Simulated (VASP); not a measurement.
# SiC (P-6m2) in VASP: notebook

Runs on SiC. Level: PBE. Tasks: single point, relaxation of cell and atoms.

Everything below comes from runs of VASP 6.6.1. Logs are shortened: lines on timing, memory, paths and dates and some standing lists are left out, and cuts for length are marked.

**1. The cell of the first run**

Symmetry: P-6m2, No. 187, hexagonal system. Conventional cell: a = 2.906 Å, b = 2.906 Å, c = 2.497 Å, α = 90.00°, β = 90.00°, γ = 120.00°. Within 2.8 Å of Si (site symmetry -6m2) lie 6 C at 2.09 Å and 2 Si at 2.50 Å. Within 2.8 Å of C (site symmetry -6m2) lie 6 Si at 2.09 Å and 2 C at 2.50 Å.

**2. Single point, PBE**

Contents of INCAR:

```
PREC = Accurate
ENCUT = 520
EDIFF = 1E-7
ISMEAR = 0
SIGMA = 0.1
LREAL = F
LASPH = T
NELM = 60
ALGO = Normal
ISIF = 2
LWAVE = F
LCHARG = T
GGA = PE
LELF = T
LVHAR = T
NBANDS = 11
```

Contents of KPOINTS:

```
regular mesh
0
Gamma
  6 6 4
```

Contents of POSCAR:

```
SiC
1.0
    2.9059234529      0.0000000030      0.0000000000
   -1.4529617291      2.5166035301      0.0000000000
    0.0000000000      0.0000000000      2.4965105095
Si C
1 1
Direct
    0.3333333333      0.6666666667      0.0000000000
    0.6666666667      0.3333333333      0.5000000000
```

Potentials or basis: VASP PAW PBE potentials, release 64 (Si, C).

Started as:

```sh
$ cat potpaw_PBE.64/Si/POTCAR potpaw_PBE.64/C/POTCAR > POTCAR
$ mpirun -np 1 vasp_std > vasp.out
```

OUTCAR:

```text
PREC = Accurate
   ENCUT = 520
   EDIFF = 1E-7
   ISMEAR = 0
   LREAL = F
   LASPH = T
   NELM = 60
   ISIF = 2
   GGA = PE

 ion  position               nearest neighbor table
   1  0.333  0.667  0.000-   2 2.09   2 2.09   2 2.09   2 2.09   2 2.09   2 2.09
   2  0.667  0.333  0.500-   1 2.09   1 2.09   1 2.09   1 2.09   1 2.09   1 2.09

  LATTYP: Found a hexagonal cell.
 ALAT       =     2.9059234529
 C/A-ratio  =     0.8591108988

  Lattice vectors:

 A1 = (   2.9059234529,   0.0000000030,   0.0000000000)
 A2 = (  -1.4529617291,   2.5166035301,   0.0000000000)
 A3 = (   0.0000000000,   0.0000000000,   2.4965105095)

Analysis of symmetry for initial positions (statically):
=====================================================================
 Subroutine PRICEL returns:
 Original cell was already a primitive cell.

 Routine SETGRP: Setting up the symmetry group for a
 hexagonal supercell.

 Subroutine GETGRP returns: Found 12 space group operations
 (whereof 12 operations were pure point group operations)
 out of a pool of 24 trial point group operations.

The static configuration has the point symmetry D_3h.

Analysis of symmetry for dynamics (positions and initial velocities):
=====================================================================
 Subroutine PRICEL returns:
 Original cell was already a primitive cell.

 Routine SETGRP: Setting up the symmetry group for a
 hexagonal supercell.

 Subroutine GETGRP returns: Found 12 space group operations
 (whereof 12 operations were pure point group operations)
 out of a pool of 24 trial point group operations.

The dynamic configuration has the point symmetry D_3h.

 Subroutine INISYM returns: Found 12 space group operations
 (whereof 12 operations are pure point group operations),
 and found     1 'primitive' translations

----------------------------------------------------------------------------------------

                                     Primitive cell

  volume of cell :      18.2571

  direct lattice vectors                    reciprocal lattice vectors
     2.905923453  0.000000003  0.000000000     0.344124687  0.198680481  0.000000000
    -1.452961729  2.516603530  0.000000000    -0.000000000  0.397360962  0.000000000
     0.000000000  0.000000000  2.496510510     0.000000000  0.000000000  0.400559099

  length of vectors
     2.905923453  2.905923453  2.496510510     0.397360962  0.397360962  0.400559099

[... 83 lines left out ...]
   ISYM   =      2    0-nonsym 1-usesym 2-fastsym
   POTIM  = 0.5000    time-step for ionic-motion
   TEBEG  =    0.0;   TEEND  =   0.0 temperature during run
   PSTRESS=    0.0 pullay stress
   NELECT =       8.0000    total number of electrons
   NUPDOWN=      -1.0000    fix difference up-down
   EMIN   =  10.00;   EMAX   =-10.00  energy-range for DOS
   EFERMI =   0.00;   METHOD = LEGACY
   ISMEAR =     0;   SIGMA  =   0.10  broadening in eV -4-tet -1-fermi 0-gaus
   EFERMI_NEDOS =   21; number of points for ismear=-14 and -15
   IALGO  =     38    algorithm
   IMIX   =      4    mixing-type and parameters
     AMIX     =   0.40;   BMIX     =  1.00
     AMIX_MAG =   1.60;   BMIX_MAG =  1.00
  volume/ion in A,a.u.               =       9.13        61.60
  Fermi-wavevector in a.u.,A,eV,Ry     =   1.243447  2.349775 21.036799  1.546161
  Thomas-Fermi vector in A             =   2.377758
   LORBIT       =      0    0 simple, 1 ext, 2 COOP (PROOUT), +10 PAW based schemes
   GGA     = PE    functional components
   LHFCALC =     F    Hartree Fock is set to
   AEXX    =    0.0000 exact exchange contribution
   IVDW    =     0    specifies the selected vdW correction
   LEPSILON=     F    determine dielectric tensor
   LRPA    =     F    only Hartree local field effects (RPA)
 non-spin polarized calculation
 Gauss-broadening in eV      SIGMA  =   0.10
  energy-cutoff  :      520.00
  volume of cell :       18.26
 maximum number of plane-waves:       514
 NGX is ok and might be reduce to    24
   NGX = 11   NGY = 11   NGZ =  9

 number of electron       8.0000001 magnetization

 Free energy of the ion-electron system (eV)
  ---------------------------------------------------
  ext. energy  EPLUGINS =         0.00000000
  ---------------------------------------------------
  free energy    TOTEN  =       -12.58111789 eV

  energy without entropy =      -12.58095828  energy(sigma->0) =      -12.58103808

 E-fermi :  11.8628     XC(G=0): -12.2421

 val. band max:       11.6786322449   @ k =   0.1667   0.1667   0.5000
 cond. band min:      12.0394509267   @ k =   0.0000   0.0000   0.5000
 fundamental gap:      0.3608186818
 Fermi energy:        11.8628213817

 k-point     1 :       0.0000    0.0000    0.0000
  band No.  band energies     occupation
      1      -6.6126      2.00000
      2       9.6857      2.00000
      3       9.6857      2.00000
      4      11.1332      2.00000
      5      14.8575      0.00000
      6      16.8365      0.00000
      7      17.0075      0.00000
      8      17.0075      0.00000
      9      24.3504      0.00000
     10      26.8645      0.00000
     11      30.2295      0.00000
[... 267 lines left out ...]
 k-point    21 :       0.3333    0.3333    0.5000
  band No.  band energies     occupation
      1       2.3465      2.00000
      2       3.8136      2.00000
      3       4.2632      2.00000
      4       7.1180      2.00000
      5       8.8689      2.00000
      6       9.6426      2.00000
      7      21.3530      0.00000
      8      24.4341      0.00000
      9      26.2036      0.00000
     10      27.9350      0.00000
     11      29.3347      0.00000

------------------------ aborting loop because EDIFF is reached ----------------------------------------

  FORCE on cell =-STRESS in cart. coord.  units (eV):
  Direction    XX          YY          ZZ          XY          YZ          ZX
  --------------------------------------------------------------------------------------
  -------------------------------------------------------------------------------------
  Total        0.0232905      0.0232905     -0.0352799     -0.0000000     -0.0000000     -0.0000000
  in kB        2.0438855      2.0438855     -3.0960315     -0.0000000     -0.0000000     -0.0000000
  external PRESSURE =       0.3305799 kB  Pullay stress =       0.0000000 kB

 VOLUME and BASIS-vectors are now :
 -----------------------------------------------------------------------------
  energy-cutoff  :      520.00
  volume of cell :       18.26
      direct lattice vectors                 reciprocal lattice vectors
     2.905923453  0.000000003  0.000000000     0.344124687  0.198680481  0.000000000
    -1.452961729  2.516603530  0.000000000    -0.000000000  0.397360962  0.000000000
     0.000000000  0.000000000  2.496510510     0.000000000  0.000000000  0.400559099

 POSITION                                       TOTAL-FORCE (eV/Angst)
 -----------------------------------------------------------------------------------
     -0.00000      1.67774      0.00000         0.000000     -0.000000      0.000000
      1.45296      0.83887      1.24826        -0.000000      0.000000      0.000000
 -----------------------------------------------------------------------------------
    total drift:                               -0.000000      0.000000      0.000000

  FREE ENERGIE OF THE ION-ELECTRON SYSTEM (eV)
  ---------------------------------------------------
  free  energy   TOTEN  =       -12.5811178900 eV

  energy  without entropy=      -12.5809582781  energy(sigma->0) =      -12.58103808
```

It took 4 s on 1 thread of Intel Xeon Platinum 8488C (Sapphire Rapids), shared host; peak memory 0.12 GiB.

Results:

```yaml
Free_energy: -12.5811 eV
Pressure: 0.0 GPa
Band_gap_on_the_k_mesh: zero (band 4 reaches 13.07 eV, above the bottom of band 5 at 8.71 eV)
```

Stress tensor (GPa, compression positive):
```
 0.20  0.00  0.00
 0.00  0.20  0.00
 0.00  0.00 -0.31
```

Caveat: the k points lie up to 0.63 Å⁻¹ apart.

**3. Single point, PBE**

This run uses another cell than the first one, of 9.09 Å³/atom, 0.996 times its volume.

Contents of INCAR:

```
PREC     = Accurate       # precision mode
ENCUT    = 520            # plane-wave cutoff, eV
EDIFF    = 1E-6           # SCF threshold, eV
ISMEAR   = 0              # smearing method
SIGMA    = 0.1            # smearing width, eV
LREAL    = F              # projectors in reciprocal space
LASPH    = T              # aspherical terms in the spheres
NELM     = 100            # most SCF steps
ALGO     = Normal         # electronic algorithm
ISIF     = 2              # what is computed and relaxed
LWAVE    = F              # write WAVECAR
LCHARG   = F              # write CHGCAR
GGA      = PE             # functional
NBANDS   = 11             # bands
```

Contents of KPOINTS:

```
regular mesh
0
Gamma
  6 6 6
```

Contents of POSCAR:

```
SiC
1.0
    2.8646978695      0.0000000000      0.0000000000
   -1.4323489347      2.4809011292      0.0000000000
    0.0000000000      0.0000000000      2.5581102494
Si C
1 1
Direct
    0.3333333333      0.6666666667      0.0000000000
    0.6666666667      0.3333333333      0.5000000000
```

Potentials or basis: VASP PAW PBE potentials, release 64 (Si, C).

Started as:

```sh
$ cat potpaw_PBE.64/Si/POTCAR potpaw_PBE.64/C/POTCAR > POTCAR
$ mpirun -np 1 vasp_std > vasp.out
```

It took 4.2 s on 1 thread of Intel Xeon Platinum 8488C (Sapphire Rapids), shared host; peak memory 0.13 GiB.

The run converged. Its results:

| Quantity | Value |
| --- | --- |
| Free energy | -12.4366 eV |
| Pressure | 0.0 GPa |
| Band gap on the k mesh | zero (band 4 reaches 12.64 eV, above the bottom of band 5 at 8.82 eV) |

Stress tensor (GPa, compression positive):
```
0.01 0.00 0.00
0.00 0.01 0.00
0.00 0.00 0.09
```

Levels at points of the mesh, in eV from the Fermi level:
| k point | band 2 | band 3 | band 4 | band 5 | band 6 | band 7 |
| --- | --- | --- | --- | --- | --- | --- |
| (0.00, 0.00, 0.00) | -0.90 | -0.90 | -0.63 | 4.00 | 5.65 | 6.52 |
| (0.50, 0.00, 0.00) | -10.94 | -3.37 | 1.27 | 1.65 | 9.01 | 9.66 |
| (0.00, 0.00, 0.50) | -11.78 | 1.23 | 1.23 | 7.79 | 7.80 | 8.79 |
| (0.50, 0.00, 0.50) | -7.97 | -7.05 | -3.80 | -0.68 | 4.94 | 6.49 |

Caveat: the k points lie up to 0.42 Å⁻¹ apart.

**4. Single point, PBE**

This run uses another cell than the first one, of 14.01 Å³/atom, 1.534 times its volume.

Contents of INCAR:

```
SYSTEM = SiC
  ALGO = Normal
  EDIFF = 1E-6
  ENCUT = 520
  GGA = PE
  ISIF = 2
  ISMEAR = 0
  LASPH = .True.
  LCHARG = .False.
  LREAL = .False.
  LWAVE = .False.
  NBANDS = 11
  NELM = 80
  PREC = Accurate
  SIGMA = 0.1
```

Contents of KPOINTS:

```
k-points
0
Gamma
  6 6 4
  0 0 0
```

Contents of POSCAR:

```
SiC
1.0
    2.7589319700      0.0000000000      0.0000000000
   -1.3794659900      2.3893051700      0.0000000000
    0.0000000000      0.0000000000      4.2491577200
Si C
1 1
Direct
    0.3333333300      0.6666666700      0.0000000000
    0.6666666700      0.3333333300      0.5000000000
```

Started as:

```sh
$ cat potpaw_PBE.64/Si/POTCAR potpaw_PBE.64/C/POTCAR > POTCAR
$ mpirun -np 1 vasp_std > vasp.out
```

Wall time 4.3 s (1 thread of Intel Xeon Platinum 8488C (Sapphire Rapids), shared host); peak memory 0.14 GiB.

It converged, with:

```
Free energy            : -9.4356 eV
Pressure               : -21.5 GPa
Band gap on the k mesh : zero (band 4 reaches 9.00 eV, above the bottom of band 5 at 3.48 eV)
```

Stress tensor (GPa, compression positive):
```
-16.71   0.00   0.00
  0.00 -16.71   0.00
  0.00   0.00 -31.09
```

Levels at points of the mesh, in eV from the Fermi level:
| k point | band 1 | band 2 | band 3 | band 4 | band 5 | band 6 | band 7 | band 8 |
| --- | --- | --- | --- | --- | --- | --- | --- | --- |
| (0.00, 0.00, 0.00) | -13.36 | -7.05 | -5.07 | 3.13 | 3.13 | 7.44 | 10.18 | 10.18 |
| (0.50, 0.00, 0.00) | -8.99 | -6.33 | -2.32 | -1.26 | -0.37 | 1.42 | 2.73 | 7.01 |
| (0.00, 0.00, 0.50) | -11.69 | -11.35 | 1.20 | 2.83 | 3.24 | 3.24 | 10.16 | 10.16 |
| (0.50, 0.00, 0.50) | -8.24 | -5.66 | -4.72 | -4.14 | 1.78 | 3.15 | 5.80 | 6.14 |

Caveat: the k points lie up to 0.44 Å⁻¹ apart.

**5. Relaxation of cell and atoms, PBE**

Contents of INCAR:

```
  ALGO = Normal
  EDIFF = 1E-7
  EDIFFG = -0.04
  ENCUT = 600
  GGA = PE
  IBRION = 2
  ISIF = 3
  ISMEAR = 0
  LASPH = True
  LCHARG = False
  LREAL = False
  LWAVE = False
  NELM = 100
  NSW = 90
  PREC = Accurate
  SIGMA = 0.1
```

Contents of KPOINTS:

```
k-points
0
Gamma
  6 6 6
```

Contents of POSCAR:

```
SiC
1.0
    2.9059234529      0.0000000000      0.0000000000
   -1.4529617264      2.5166035317      0.0000000000
    0.0000000000      0.0000000000      2.4965105095
Si C
1 1
Direct
    0.3333333333      0.6666666667      0.0000000000
    0.6666666667      0.3333333333      0.5000000000
```

Potentials or basis: VASP PAW PBE potentials, release 64 (Si, C).

Started as:

```sh
$ cat potpaw_PBE.64/Si/POTCAR potpaw_PBE.64/C/POTCAR > POTCAR
$ mpirun -np 1 vasp_std > vasp.out
```

OUTCAR:

```text
EDIFF = 1E-7
   EDIFFG = -0.04
   ENCUT = 600
   GGA = PE
   IBRION = 2
   ISIF = 3
   ISMEAR = 0
   LASPH = True
   LREAL = False
   NELM = 100
   NSW = 90
   PREC = Accurate

 ion  position               nearest neighbor table
   1  0.333  0.667  0.000-   2 2.09   2 2.09   2 2.09   2 2.09   2 2.09   2 2.09
   2  0.667  0.333  0.500-   1 2.09   1 2.09   1 2.09   1 2.09   1 2.09   1 2.09

  LATTYP: Found a hexagonal cell.
 ALAT       =     2.9059234529
 C/A-ratio  =     0.8591108988

  Lattice vectors:

 A1 = (   2.9059234529,   0.0000000000,   0.0000000000)
 A2 = (  -1.4529617264,   2.5166035317,   0.0000000000)
 A3 = (   0.0000000000,   0.0000000000,   2.4965105095)

Analysis of symmetry for initial positions (statically):
=====================================================================
 Subroutine PRICEL returns:
 Original cell was already a primitive cell.

 Routine SETGRP: Setting up the symmetry group for a
 hexagonal supercell.

 Subroutine GETGRP returns: Found 12 space group operations
 (whereof 12 operations were pure point group operations)
 out of a pool of 24 trial point group operations.

The static configuration has the point symmetry D_3h.

Analysis of symmetry for dynamics (positions and initial velocities):
=====================================================================
 Subroutine PRICEL returns:
 Original cell was already a primitive cell.

 Routine SETGRP: Setting up the symmetry group for a
 hexagonal supercell.

 Subroutine GETGRP returns: Found 12 space group operations
 (whereof 12 operations were pure point group operations)
 out of a pool of 24 trial point group operations.

The dynamic configuration has the point symmetry D_3h.

 Subroutine INISYM returns: Found 12 space group operations
 (whereof 12 operations are pure point group operations),
 and found     1 'primitive' translations

----------------------------------------------------------------------------------------

                                     Primitive cell

[... 121 lines left out ...]
 conjugate gradient relaxation of ions
 non-spin polarized calculation
 Gauss-broadening in eV      SIGMA  =   0.10
  energy-cutoff  :      600.00
  volume of cell :       18.26
 maximum number of plane-waves:       627
 NGX is ok and might be reduce to    24
   NGX = 11   NGY = 11   NGZ =  9

--------------------------------------- Ionic step        1  -------------------------------------------

 number of electron       8.0000001 magnetization

 Free energy of the ion-electron system (eV)
  ---------------------------------------------------
  ext. energy  EPLUGINS =         0.00000000
  ---------------------------------------------------
  free energy    TOTEN  =       -12.39107596 eV

  energy without entropy =      -12.38374246  energy(sigma->0) =      -12.38740921

------------------------ aborting loop because EDIFF is reached ----------------------------------------

  FORCE on cell =-STRESS in cart. coord.  units (eV):
  Direction    XX          YY          ZZ          XY          YZ          ZX
  --------------------------------------------------------------------------------------
  -------------------------------------------------------------------------------------
  Total       -0.8438549     -0.8438549      2.1249928     -0.0000000      0.0000000      0.0000000
  in kB      -74.0535665    -74.0535665    186.4814668     -0.0000000      0.0000000      0.0000000
  external PRESSURE =      12.7914446 kB  Pullay stress =       0.0000000 kB
[... 275 lines left out ...]
--------------------------------------- Ionic step        9  -------------------------------------------

 number of electron       8.0000000 magnetization

 Free energy of the ion-electron system (eV)
  ---------------------------------------------------
  ext. energy  EPLUGINS =         0.00000000
  ---------------------------------------------------
  free energy    TOTEN  =       -12.43767415 eV

  energy without entropy =      -12.43137860  energy(sigma->0) =      -12.43452637

 E-fermi :  11.0750     XC(G=0): -12.2785

 val. band max:       10.8981594353   @ k =   0.1667   0.0000   0.3333
 cond. band min:      11.0893853180   @ k =   0.3333   0.1667   0.3333
 fundamental gap:      0.1912258827
 Fermi energy:        11.0750193194

 k-point     1 :       0.0000    0.0000    0.0000
  band No.  band energies     occupation
      1      -6.5604      2.00000
      2      10.1717      2.00000
      3      10.1717      2.00000
      4      10.4419      2.00000
      5      15.0844      0.00000
      6      16.7207      0.00000
      7      17.5973      0.00000
      8      17.5973      0.00000
[... 243 lines left out ...]
 k-point    24 :       0.3333   -0.0000    0.5000
  band No.  band energies     occupation
      1      -0.1435      2.00000
      2       1.5356      2.00000
      3       6.4746      2.00000
      4       9.9059      2.00000
      5      10.7897      1.99995
      6      16.5642      0.00000
      7      18.0944      0.00000
      8      18.3004      0.00000

 [... further k-points ...]
[... 5 lines left out ...]
  --------------------------------------------------------------------------------------
  -------------------------------------------------------------------------------------
  Total        0.0007954      0.0007954      0.0009591      0.0000000      0.0000000     -0.0000000
  in kB        0.0701300      0.0701300      0.0845638      0.0000000      0.0000000     -0.0000000
  external PRESSURE =       0.0749413 kB  Pullay stress =       0.0000000 kB
[... 17 lines left out ...]
  FREE ENERGIE OF THE ION-ELECTRON SYSTEM (eV)
  ---------------------------------------------------
  free  energy   TOTEN  =       -12.4376741467 eV

  energy  without entropy=      -12.4313785989  energy(sigma->0) =      -12.43452637

 reached required accuracy - stopping structural energy minimisation
```

CONTCAR:

```text
SiC
   1.00000000000000
     2.8640616832408967   -0.0000000000008257    0.0000000000000000
    -1.4320308415718837    2.4803501757267252   -0.0000000000000000
    -0.0000000000000000    0.0000000000000000    2.5578319249987764
  Si              C
     1     1
Direct
     0.3333333332999970    0.6666666667000030    0.0000000000000000
     0.6666666667000030    0.3333333332999970    0.5000000000000000

  0.00000000E+00  0.00000000E+00  0.00000000E+00
  0.00000000E+00  0.00000000E+00  0.00000000E+00
```

Wall time 16 s (1 thread of Intel Xeon Platinum 8488C (Sapphire Rapids), shared host); peak memory 0.13 GiB.

What came out:

- Free energy: -12.4377 eV
- Relaxed volume: 9.09 Å³/atom
- Relaxed cell: a = 2.864 Å, b = 2.864 Å, c = 2.558 Å, α = 90.00°, β = 90.00°, γ = 120.00°
- Space group after relaxing (to 0.05 Å): P-6m2 (No. 187)
- Energy gained by relaxing: 23.3 meV/atom
- Ionic steps: 9
- Pressure after relaxing: 0.0 GPa
- Band gap on the k mesh: zero (band 4 reaches 12.64 eV, above the bottom of band 5 at 8.82 eV)

The path:
```csv
step,energy change (eV),largest force (eV/Å),pressure (GPa),volume (Å³)
1,0.0000,0.0000,1.28,18.26
2,-0.0297,0.0000,-1.89,18.42
3,-0.0446,0.0000,-2.13,18.36
4,-0.0455,0.0000,-1.92,18.35
5,-0.0455,0.0000,-1.96,18.35
6,-0.0462,0.0000,0.88,18.09
7,-0.0466,0.0000,-0.12,18.18
8,-0.0465,0.0000,0.17,18.16
9,-0.0466,0.0000,0.01,18.17
```

Final structure:
```
Si C
1.0
     2.86406    0.00000    0.00000
    -1.43203    2.48035    0.00000
     0.00000    0.00000    2.55783
Si C
1 1
Cartesian
  0.0000 1.6536 0.0000
  1.4320 0.8268 1.2789
```

Caveat: the k points lie up to 0.42 Å⁻¹ apart in the final cell.

(Part 1 of 2 ends here.)
